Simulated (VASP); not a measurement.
KF:

```xyz
2
Lattice="-0.0791 2.6590 2.6590 2.6590 -0.0791 2.6590 2.5799 2.5799 0.0000" Properties=species:S:1:pos:R:3 pbc="T T T"
K     0.0000    0.0000    0.0000
F     2.5799    2.5799    2.6590
```

This cell differs from its parent crystal: shear xy strain -6.0%.

Base run:

| Item | Value |
| --- | --- |
| Program | VASP 6.6.1 |
| Functional | PBE |
| Potentials or basis | VASP PAW PBE potentials, release 64 (K_sv, F) |
| Cutoff | 520 eV |
| k mesh | 8 × 8 × 8 |
| Occupations | fermi-dirac, width 0.02 eV |
| Spin | no spin polarisation |

Its results: band gap on the k mesh 6.20 eV, direct; pressure 2.0 GPa.

**Question.** The run is repeated on the same cell with these changes: functional from PBE to r2SCAN; occupations from fermi-dirac, width 0.02 eV to gaussian, width 0.01 eV. What comes out?

**Answer.** Band gap on the k mesh 6.87 eV, direct; pressure 0.0 GPa.

Caveats: the PAW data sets were made with another functional, which shifts forces and pressure a little (some runs).

A k mesh can miss the band edges.
